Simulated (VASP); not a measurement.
# Mo (Im-3m) in VASP: a series of runs

Runs on Mo. Level: PBE. Tasks: single point, relaxation of cell and atoms.

Everything below comes from runs of VASP 6.6.1. Logs are shortened: lines on timing, memory, paths and dates and some standing lists are left out, and cuts for length are marked.

## (1) The cell of the first run

It takes space group Im-3m (No. 229, cubic). Conventional cell: a = 3.026 Å, b = 3.026 Å, c = 3.026 Å, α = 90.00°, β = 90.00°, γ = 90.00°. Mo (site symmetry m-3m) has 14 Mo at 2.62 to 3.03 Å within 3.5 Å.

## (2) Single point, PBE

Contents of INCAR:

```
ALGO = Normal ; EDIFF = 1E-6
ENCUT = 520 ; GGA = PE
ISIF = 2 ; ISMEAR = 1
LASPH = True ; LCHARG = False
LREAL = False ; LWAVE = False
NBANDS = 13 ; NELM = 100
PREC = Accurate ; SIGMA = 0.2
```

Contents of KPOINTS:

```
k-points
0
Gamma
  18 18 18
```

Contents of POSCAR:

```
Mo
1.0
   -1.5127893270      1.5127893270      1.5127893270
    1.5127893270     -1.5127893270      1.5127893270
    1.5127893270      1.5127893270     -1.5127893270
Mo
1
Direct
    0.0000000000      0.0000000000      0.0000000000
```

Potentials or basis: VASP PAW PBE potentials, release 64 (Mo_sv).

On the command line:

```sh
$ cat potpaw_PBE.64/Mo_sv/POTCAR > POTCAR
$ mpirun -np 1 vasp_std > vasp.out
```

OUTCAR:

```text
EDIFF = 1E-6
   ENCUT = 520
   GGA = PE
   ISIF = 2
   ISMEAR = 1
   LASPH = True
   LREAL = False
   NELM = 100
   PREC = Accurate

 ion  position               nearest neighbor table
   1  0.000  0.000  0.000-

  LATTYP: Found a body centered cubic cell.
 ALAT       =     3.0255786540

  Lattice vectors:

 A1 = (  -1.5127893270,   1.5127893270,   1.5127893270)
 A2 = (   1.5127893270,  -1.5127893270,   1.5127893270)
 A3 = (   1.5127893270,   1.5127893270,  -1.5127893270)

Analysis of symmetry for initial positions (statically):
=====================================================================
 Subroutine PRICEL returns:
 Original cell was already a primitive cell.

 Routine SETGRP: Setting up the symmetry group for a
 body centered cubic supercell.

 Subroutine GETGRP returns: Found 48 space group operations
 (whereof 48 operations were pure point group operations)
 out of a pool of 48 trial point group operations.

The static configuration has the point symmetry O_h .

Analysis of symmetry for dynamics (positions and initial velocities):
=====================================================================
 Subroutine PRICEL returns:
 Original cell was already a primitive cell.

 Routine SETGRP: Setting up the symmetry group for a
 body centered cubic supercell.

 Subroutine GETGRP returns: Found 48 space group operations
 (whereof 48 operations were pure point group operations)
 out of a pool of 48 trial point group operations.

The dynamic configuration has the point symmetry O_h .

 Subroutine INISYM returns: Found 48 space group operations
 (whereof 48 operations are pure point group operations),
 and found     1 'primitive' translations

----------------------------------------------------------------------------------------

                                     Primitive cell

  volume of cell :      13.8483

  direct lattice vectors                    reciprocal lattice vectors
    -1.512789327  1.512789327  1.512789327     0.000000000  0.330515288  0.330515288
     1.512789327 -1.512789327  1.512789327     0.330515288  0.000000000  0.330515288
     1.512789327  1.512789327 -1.512789327     0.330515288  0.330515288  0.000000000

  length of vectors
     2.620227976  2.620227976  2.620227976     0.467419203  0.467419203  0.467419203

  position of ions in fractional coordinates (direct lattice)
     0.000000000  0.000000000  0.000000000

  ion indices of the primitive-cell ions
   primitive index   ion index
                 1           1

----------------------------------------------------------------------------------------

 KPOINTS: k-points

Automatic generation of k-mesh.
 Grid dimensions read from file:
 generate k-points for:   18   18   18

 Generating k-lattice:

  Cartesian coordinates                     Fractional coordinates (reciprocal lattice)
     0.000000000  0.018361960  0.018361960     0.055555556  0.000000000  0.000000000
     0.018361960  0.000000000  0.018361960     0.000000000  0.055555556  0.000000000
     0.018361960  0.018361960  0.000000000     0.000000000  0.000000000  0.055555556

  Length of vectors
     0.025967733  0.025967733  0.025967733

  Shift w.r.t. Gamma in fractional coordinates (k-lattice)
     0.000000000  0.000000000  0.000000000

 Subroutine IBZKPT returns following result:
 ===========================================

 Found    195 irreducible k-points:

 Following reciprocal coordinates:
            Coordinates               Weight
  0.000000  0.000000  0.000000      1.000000
  0.055556  0.000000  0.000000     12.000000
  0.111111  0.000000  0.000000     12.000000
  0.166667  0.000000  0.000000     12.000000
  0.222222  0.000000  0.000000     12.000000
  0.277778  0.000000  0.000000     12.000000
[... 16 lines left out ...]
  0.333333  0.111111  0.000000     48.000000
  0.388889  0.111111 -0.000000     48.000000
 [... further k-points ...]
   k-points           NKPTS =    195   k-points in BZ     NKDIM =    195   number of bands    NBANDS=     13
   number of dos      NEDOS =    301   number of ions     NIONS =      1
   total plane-waves  NPLWV =   8000
   dimension x,y,z NGX =    20 NGY =   20 NGZ =   20
   dimension x,y,z NGXF=    40 NGYF=   40 NGZF=   40
   ions per type =               1
   NGX,Y,Z   is equivalent  to a cutoff of  12.69, 12.69, 12.69 a.u.
   NGXF,Y,Z  is equivalent  to a cutoff of  25.38, 25.38, 25.38 a.u.
 SYSTEM =  unknown system
   PREC   = accura    normal or accurate (medium, high low for compatibility)
   ISTART =      0    job   : 0-new  1-cont  2-samecut
   ICHARG =      2    charge: 1-file 2-atom 10-const
   ISPIN  =      1    spin polarized calculation?
   LNONCOLLINEAR =      F non collinear calculations
   LSORBIT =      F    spin-orbit coupling
   LASPH  =      T    aspherical Exc in radial PAW
   ENCUT  =  520.0 eV  38.22 Ry    6.18 a.u.   4.87  4.87  4.87*2*pi/ulx,y,z
   NELM   =    100;   NELMIN=  2; NELMDL= -5     # of ELM steps
[... 21 lines left out ...]
  volume/ion in A,a.u.               =      13.85        93.45
  Fermi-wavevector in a.u.,A,eV,Ry     =   1.643056  3.104926 36.730742  2.699633
  Thomas-Fermi vector in A             =   2.733255
   LORBIT       =      0    0 simple, 1 ext, 2 COOP (PROOUT), +10 PAW based schemes
   GGA     = PE    functional components
   LHFCALC =     F    Hartree Fock is set to
   AEXX    =    0.0000 exact exchange contribution
   IVDW    =     0    specifies the selected vdW correction
   LEPSILON=     F    determine dielectric tensor
   LRPA    =     F    only Hartree local field effects (RPA)
 non-spin polarized calculation
 Methfessel and Paxton  Order N= 1 SIGMA  =   0.20
  energy-cutoff  :      520.00
  volume of cell :       13.85
 maximum number of plane-waves:       384
   NGX =  9   NGY =  9   NGZ =  9

 number of electron      14.0000004 magnetization

 Free energy of the ion-electron system (eV)
  ---------------------------------------------------
  ext. energy  EPLUGINS =         0.00000000
  ---------------------------------------------------
  free energy    TOTEN  =       -10.68127043 eV

  energy without entropy =      -10.68323913  energy(sigma->0) =      -10.68192666

 E-fermi :  14.6961     XC(G=0): -14.0883

 val. band max:       14.6511135143   @ k =  -0.3889   0.4444   0.2778
 cond. band min:      14.7180925382   @ k =  -0.3333   0.3889   0.2778
 fundamental gap:      0.0669790239
 Fermi energy:        14.6961049908

 k-point     1 :       0.0000    0.0000    0.0000
  band No.  band energies     occupation
      1     -46.7015      2.00000
      2     -19.6242      2.00000
      3     -19.6242      2.00000
      4     -19.6242      2.00000
      5       7.0608      2.00000
      6      13.0177      2.00000
      7      13.0177      2.00000
      8      13.0177      2.00000
      9      16.5185     -0.00000
     10      16.5185     -0.00000
     11      29.6245      0.00000
     12      29.6245      0.00000
     13      29.6245      0.00000

 k-point     2 :       0.0556    0.0000    0.0000
  band No.  band energies     occupation
      1     -46.6891      2.00000
      2     -19.6912      2.00000
      3     -19.6443      2.00000
      4     -19.6249      2.00000
      5       7.2189      2.00000
      6      12.9235      2.00000
      7      13.0023      2.00000
      8      13.1688      2.00000
      9      16.3700     -0.00000
     10      16.5188     -0.00000
     11      29.7548      0.00000
     12      29.8915      0.00000
     13      29.9877      0.00000

 k-point     3 :       0.1111    0.0000    0.0000
  band No.  band energies     occupation
      1     -46.6531      2.00000
      2     -19.8816      2.00000
      3     -19.7018      2.00000
      4     -19.6269      2.00000
      5       7.6640      2.00000
      6      12.6633      2.00000
      7      12.9368      2.00000
      8      13.6159      2.00000
      9      16.0519     -0.00000
     10      16.5274     -0.00000
     11      30.0814      0.00000
     12      30.6686      0.00000
     13      30.9147      0.00000
[... 305 lines left out ...]
 k-point    23 :       0.3333    0.1111    0.0000
  band No.  band energies     occupation
      1     -46.3098      2.00000
      2     -21.3924      2.00000
      3     -20.2554      2.00000
      4     -19.7329      2.00000
      5       9.2376      2.00000
      6      10.9618      2.00000
      7      14.1770      2.00149
      8      16.3185     -0.00000
      9      17.5422     -0.00000
     10      19.9897      0.00000
     11      28.2134      0.00000
     12      29.5327      0.00000
     13      34.4045      0.00000

 k-point    24 :       0.3889    0.1111   -0.0000
  band No.  band energies     occupation
      1     -46.2737      2.00000
      2     -21.5324      2.00000
      3     -20.3211      2.00000
      4     -19.7365      2.00000
      5       9.0389      2.00000
      6      10.8164      2.00000
      7      14.8748     -0.02056
      8      16.4677     -0.00000
      9      17.8718     -0.00000
     10      21.0119      0.00000
     11      27.6694      0.00000
     12      28.4459      0.00000
     13      33.3634      0.00000

 [... further k-points ...]

------------------------ aborting loop because EDIFF is reached ----------------------------------------

  FORCE on cell =-STRESS in cart. coord.  units (eV):
  Direction    XX          YY          ZZ          XY          YZ          ZX
  --------------------------------------------------------------------------------------
  -------------------------------------------------------------------------------------
  Total        3.9688621      3.9688621      3.9688621     -0.0000000      0.0000000      0.0000000
  in kB      459.1781780    459.1781780    459.1781780     -0.0000000      0.0000000      0.0000000
  external PRESSURE =     459.1781780 kB  Pullay stress =       0.0000000 kB

 VOLUME and BASIS-vectors are now :
 -----------------------------------------------------------------------------
  energy-cutoff  :      520.00
  volume of cell :       13.85
      direct lattice vectors                 reciprocal lattice vectors
    -1.512789327  1.512789327  1.512789327     0.000000000  0.330515288  0.330515288
     1.512789327 -1.512789327  1.512789327     0.330515288  0.000000000  0.330515288
     1.512789327  1.512789327 -1.512789327     0.330515288  0.330515288  0.000000000

 POSITION                                       TOTAL-FORCE (eV/Angst)
 -----------------------------------------------------------------------------------
      0.00000      0.00000      0.00000        -0.000000      0.000000     -0.000000
 -----------------------------------------------------------------------------------
    total drift:                                0.000000     -0.000000     -0.000000

  FREE ENERGIE OF THE ION-ELECTRON SYSTEM (eV)
  ---------------------------------------------------
  free  energy   TOTEN  =       -10.6812704305 eV

  energy  without entropy=      -10.6832391297  energy(sigma->0) =      -10.68192666
```

Run time: 15 s. Hardware: 1 thread of AMD EPYC 9R45 (Zen 5), shared host; peak memory 0.12 GiB.

What came out:

| Item | Value |
| --- | --- |
| Free energy | -10.6813 eV |
| Pressure | 45.9 GPa |
| Band gap on the k mesh | zero (bands 7 and 8 overlap by 6.34 eV) |

Levels at points of the mesh, in eV from the Fermi level:
```csv
k point,band 4,band 5,band 6,band 7,band 8,band 9,band 10,band 11
"(0.00, 0.00, 0.00)",-34.32,-7.64,-1.68,-1.68,-1.68,1.82,1.82,14.93
"(0.50, 0.00, 0.00)",-34.35,-6.15,-4.08,1.94,2.13,2.67,5.60,12.13
"(0.50, 0.50, 0.50)",-35.70,-6.50,-6.50,4.66,4.66,4.66,10.03,10.03
```

Caveat: the cell stands under pressure.

## (3) Single point, PBE

Contents of INCAR:

```
ALGO = Normal
EDIFF = 1E-6
ENCUT = 520
GGA = PE
ISIF = 2
ISMEAR = 1
LASPH = True
LCHARG = False
LREAL = False
LWAVE = False
NBANDS = 13
NELM = 80
PREC = Accurate
SIGMA = 0.2
```

Contents of KPOINTS:

```
k-points
0
Gamma
  20 20 20
```

Contents of POSCAR:

```
Mo
1.0
   -1.5124796537      1.5124796537      1.5124796537
    1.5124796537     -1.5124796537      1.5124796537
    1.5124796537      1.5124796537     -1.5124796537
Mo
1
Direct
    0.0000000000      0.0000000000      0.0000000000
```

Potentials or basis: VASP PAW PBE potentials, release 64 (Mo_sv).

On the command line:

```sh
$ cat potpaw_PBE.64/Mo_sv/POTCAR > POTCAR
$ mpirun -np 1 vasp_std > vasp.out
```

It took 19 s on 1 thread of AMD EPYC 9R45 (Zen 5), shared host; peak memory 0.13 GiB.

The run converged. Its results:

| Property | Result |
| --- | --- |
| Free energy | -10.6824 eV |
| Pressure | 45.9 GPa |
| Band gap on the k mesh | zero (bands 7 and 8 overlap by 6.35 eV) |

Levels at points of the mesh, in eV from the Fermi level:
```tsv
k point	band 5	band 6	band 7	band 8	band 9	band 10
(0.00, 0.00, 0.00)	-7.64	-1.68	-1.68	-1.68	1.83	1.83
(0.50, 0.00, 0.00)	-6.16	-4.09	1.94	2.13	2.68	5.61
(0.50, 0.50, 0.50)	-6.51	-6.51	4.67	4.67	4.67	10.03
```

Caveat: the cell stands under pressure.

## (4) Relaxation of cell and atoms, PBE, target pressure 45 GPa, at which the enthalpy is minimised

This run uses another cell than the first one, of 15.58 Å³/atom.

Contents of INCAR:

```
PREC     = Accurate       # precision mode
ENCUT    = 600            # plane-wave cutoff, eV
EDIFF    = 1E-7           # SCF threshold, eV
ISMEAR   = 1              # smearing method
SIGMA    = 0.2            # smearing width, eV
LREAL    = F              # projectors in reciprocal space
LASPH    = T              # aspherical terms in the spheres
NELM     = 100            # most SCF steps
ALGO     = Normal         # electronic algorithm
ISIF     = 3              # what is computed and relaxed
LWAVE    = F              # write WAVECAR
LCHARG   = F              # write CHGCAR
GGA      = PE             # functional
IBRION   = 2              # ionic algorithm
NSW      = 100            # ionic steps
EDIFFG   = -0.002         # ionic threshold
PSTRESS  = 450.0
```

Contents of KPOINTS:

```
regular mesh
0
Gamma
  18 18 18
```

Contents of POSCAR:

```
Mo
1.0
   -1.5734150000      1.5734150000      1.5734150000
    1.5734150000     -1.5734150000      1.5734150000
    1.5734150000      1.5734150000     -1.5734150000
Mo
1
Direct
    0.0000000000      0.0000000000      0.0000000000
```

On the command line:

```sh
$ cat potpaw_PBE.64/Mo_sv/POTCAR > POTCAR
$ mpirun -np 1 vasp_std > vasp.out
```

It took 2.8 min on 1 thread of AMD EPYC 9R45 (Zen 5), shared host; peak memory 0.16 GiB.

The run converged. Its results:

```
Free energy                                                : -10.6909 eV
Relaxed volume                                             : 13.88 Å³/atom
Relaxed cell                                               : a = 2.622 Å, b = 2.622 Å, c = 2.622 Å, α = 109.47°, β = 109.47°, γ = 109.47°
Space group after relaxing (to 0.1 Å)                      : Im-3m (No. 229)
Energy change on relaxing (the run minimises the enthalpy) : +239.2 meV/atom
Ionic steps                                                : 15
Pressure after relaxing                                    : 45.0 GPa
Band gap on the k mesh                                     : zero (bands 7 and 8 overlap by 6.32 eV)
```

The path:
| step | energy change (eV) | largest force (eV/Å) | pressure (GPa) | volume (Å³) |
| --- | --- | --- | --- | --- |
| 1 | 0.0000 | 0.0000 | 3.90 | 15.58 |
| 2 | 8.6889 | 0.0000 | 622.87 | 8.19 |
| 3 | 0.1433 | 0.0000 | 33.31 | 14.27 |
| 4 | 0.1994 | 0.0000 | 40.39 | 14.02 |
| 5 | 0.2397 | 0.0000 | 45.07 | 13.87 |
| 6 | 0.2306 | 0.0000 | 44.03 | 13.91 |
| 7 | 0.2314 | 0.0000 | 44.12 | 13.90 |
| 8 | 0.2339 | 0.0000 | 44.40 | 13.89 |
| 9 | 0.2340 | 0.0000 | 44.40 | 13.89 |
| 10 | 0.2341 | 0.0000 | 44.42 | 13.89 |
| 11 | 0.2344 | 0.0000 | 44.45 | 13.89 |
| 12 | 0.2349 | 0.0000 | 44.52 | 13.89 |
| 13 | 0.2361 | 0.0000 | 44.65 | 13.89 |
| 14 | 0.2383 | 0.0000 | 44.90 | 13.88 |
| 15 | 0.2392 | 0.0000 | 45.00 | 13.88 |

Final structure:
```cif
data_structure
_symmetry_space_group_name_H-M 'P 1'
_symmetry_Int_Tables_number 1
_cell_length_a 2.6219
_cell_length_b 2.6219
_cell_length_c 2.6219
_cell_angle_alpha 109.471
_cell_angle_beta 109.471
_cell_angle_gamma 109.471
_cell_volume 13.88
loop_
_atom_site_label
_atom_site_type_symbol
_atom_site_fract_x
_atom_site_fract_y
_atom_site_fract_z
_atom_site_occupancy
Mo1 Mo 0.00000 0.00000 0.00000 1
```

Levels at points of the mesh, in eV from the Fermi level:
```tsv
k point	band 4	band 5	band 6	band 7	band 8	band 9	band 10	band 11
(0.00, 0.00, 0.00)	-34.33	-7.63	-1.67	-1.67	-1.67	1.82	1.82	14.93
(0.50, 0.00, 0.00)	-34.35	-6.14	-4.07	1.93	2.12	2.67	5.58	12.13
(0.50, 0.50, 0.50)	-35.70	-6.49	-6.49	4.65	4.65	4.65	10.01	10.01
```

Caveat: the cell is relaxed towards a set pressure, so the run minimises the enthalpy, not the energy.

## (5) Relaxation of cell and atoms, PBE, target pressure 45 GPa, at which the enthalpy is minimised

Contents of INCAR:

```
SYSTEM = Mo
PREC = Accurate
ENCUT = 600
EDIFF = 1E-6
ISMEAR = 1
SIGMA = 0.2
LREAL = .False.
LASPH = .True.
NELM = 80
ALGO = Fast
ISIF = 3
LWAVE = .False.
LCHARG = .False.
GGA = PE
IBRION = 2
NSW = 100
EDIFFG = -0.002
PSTRESS = 450.0
```

Contents of KPOINTS:

```
regular mesh
0
Gamma
  20 20 20
  0 0 0
```

Contents of POSCAR:

```
Mo
1.0
   -1.5127893270      1.5127893270      1.5127893270
    1.5127893270     -1.5127893270      1.5127893270
    1.5127893270      1.5127893270     -1.5127893270
Mo
1
Direct
    0.0000000000      0.0000000000      0.0000000000
```

On the command line:

```sh
$ cat potpaw_PBE.64/Mo_sv/POTCAR > POTCAR
$ mpirun -np 1 vasp_std > vasp.out
```

It took 2 min on 1 thread of AMD EPYC 9R45 (Zen 5), shared host; peak memory 0.15 GiB.

Results (log left out):

- Free energy: -10.6895 eV
- Relaxed volume: 13.86 Å³/atom
- Relaxed cell: a = 2.621 Å, b = 2.621 Å, c = 2.621 Å, α = 109.47°, β = 109.47°, γ = 109.47°
- Space group after relaxing (to 0.1 Å): Im-3m (No. 229)
- Energy change on relaxing (the run minimises the enthalpy): -4.6 meV/atom
- Ionic steps: 12
- Pressure after relaxing: 45.0 GPa
- Band gap on the k mesh: zero (bands 7 and 8 overlap by 6.33 eV)

Step by step:
```tsv
step	energy change (eV)	largest force (eV/Å)	pressure (GPa)	volume (Å³)
1	0.0000	0.0000	45.54	13.85
2	-0.0257	0.0000	42.55	13.94
3	-0.0050	0.0000	44.96	13.87
4	-0.0046	0.0000	44.95	13.86
5	-0.0023	0.0000	45.28	13.86
6	-0.0043	0.0000	45.15	13.86
7	-0.0045	0.0000	45.10	13.86
8	-0.0053	0.0000	44.96	13.87
9	-0.0051	0.0000	44.91	13.87
10	-0.0048	0.0000	44.91	13.87
11	-0.0047	0.0000	44.96	13.86
12	-0.0046	0.0000	44.99	13.86
```

Final structure:
```xyz
1
Lattice="-1.5134 1.5134 1.5134 1.5134 -1.5134 1.5134 1.5134 1.5134 -1.5134" Properties=species:S:1:pos:R:3 pbc="T T T"
Mo    0.0000    0.0000    0.0000
```

Levels at points of the mesh, in eV from the Fermi level:
| k point | band 3 | band 4 | band 5 | band 6 | band 7 | band 8 | band 9 | band 10 | band 11 |
| --- | --- | --- | --- | --- | --- | --- | --- | --- | --- |
| (0.00, 0.00, 0.00) | -34.32 | -34.32 | -7.63 | -1.67 | -1.67 | -1.67 | 1.82 | 1.82 | 14.93 |
| (0.50, 0.00, 0.00) | -34.95 | -34.34 | -6.14 | -4.08 | 1.94 | 2.12 | 2.67 | 5.60 | 12.13 |
| (0.50, 0.50, 0.50) | -35.69 | -35.69 | -6.49 | -6.49 | 4.66 | 4.66 | 4.66 | 10.02 | 10.02 |

Caveat: the cell is relaxed towards a set pressure, so the run minimises the enthalpy, not the energy.

## (6) The runs side by side

| task | cell | k mesh | cutoff (eV) | gap on the mesh (eV) | pressure (GPa) |
| --- | --- | --- | --- | --- | --- |
| single point | a = 2.620 Å, angles 109.5°, 1 atom | 18 × 18 × 18 | 520 | none | 45.9 |
| single point | a = 2.620 Å, angles 109.5°, 1 atom | 20 × 20 × 20 | 520 | none | 45.9 |
| relaxation of cell and atoms | relaxed to 45 GPa from a = 2.725 Å, angles 109.5°, 1 atom | 18 × 18 × 18 | 600 | none | 45.0 |
| relaxation of cell and atoms | relaxed to 45 GPa from a = 2.620 Å, angles 109.5°, 1 atom | 20 × 20 × 20 | 600 | none | 45.0 |

Alike in all rows: level PBE; potentials or basis VASP PAW PBE potentials, release 64 (Mo_sv); no spin polarisation; smearing methfessel-paxton 0.2 eV.

Caveats: the cell stands under pressure (at least some runs); the cell is relaxed towards a set pressure, so the run minimises the enthalpy, not the energy (at least some runs).

Absolute energies hang on the potentials; compare differences alone.

The gap in the log of VASP goes by the Fermi energy; the results here count the filled bands.